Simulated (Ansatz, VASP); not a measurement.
**Pb in VASP and in Ansatz**

Contents of POSCAR:

```
Pb
1.0
    3.3913488344      0.0000000000      0.0000000000
   -1.6956744172      2.9369942437      0.0000000000
    0.0000000000      0.0000000000      3.1687915671
Pb
1
Direct
    0.0000000000      0.0000000000      0.0000000000
```

The input INCAR.step1:

```
ALGO = Normal
EDIFF = 1E-4
ENCUT = 600
GGA = PE
ISMEAR = 0
LASPH = T
LCHARG = F
LREAL = F
LWAVE = T
NELM = 60
PREC = Accurate
SIGMA = 0.1
```

Contents of INCAR.step2:

```
ALGO = Normal
EDIFF = 1E-6
EDIFFG = -0.01
ENCUT = 600
IBRION = 2
ISIF = 3
ISMEAR = 0
ISTART = 1
LASPH = T
LCHARG = F
LMIXTAU = T
LREAL = F
LWAVE = F
METAGGA = R2SCAN
NELM = 60
NSW = 100
PREC = Accurate
SIGMA = 0.1
```

Contents of KPOINTS:

```
k-points
0
Gamma
  18 18 18
```

Input for Ansatz:

```yaml
crystal:
  lattice:
    - [3.3913488344, 0.0, 0.0]
    - [-1.6956744172, 2.9369942437, 0.0]
    - [0.0, 0.0, 3.1687915671]
  atoms:
    - { symbol: Pb, position: [0.0, 0.0, 0.0] }
basis:
  ecutwfc: 500
kpoints:
  mp_grid: { grid: [18, 18, 18] }
hamiltonian:
  xc: r2scan
scf:
  occupations: { method: gaussian, width: 0.1 }
output:
  forces: true
  stress: true
  eigenvalues: true
relax:
  adjacent_minimum: "off"
  f_tol: 0.01
  max_steps: 80
  cell: { stress_tol: 0.05 }
```

Alike in both runs: task relaxation of cell and atoms; functional r2SCAN; k mesh 18 × 18 × 18; occupations gaussian, width 0.1 eV; no spin polarisation.

|  | VASP | Ansatz |
| --- | --- | --- |
| version | VASP 6.6.1 | Ansatz 0.2.0 |
| potentials or method | VASP PAW PBE potentials, release 64 (Pb_d), cutoff 600 eV | scalar-relativistic, plane waves, PAW |
| valence electrons in the cell | 14 | 14 |

```csv
,VASP,Ansatz,Ansatz less VASP
"gap on the k mesh at the Fermi level, each at its own relaxed structure (eV)",none,none,-
relaxed volume (Å³/atom),32.06,32.04,-0.016
relaxed length of the cell vector where the two differ most in proportion (Å),3.389,3.388,-0.0009
```

VASP's potentials were made for PBE, not for r2SCAN. A gap of «none» marks a metal or a gap that the smearing closes.

Spin-orbit coupling is off throughout.
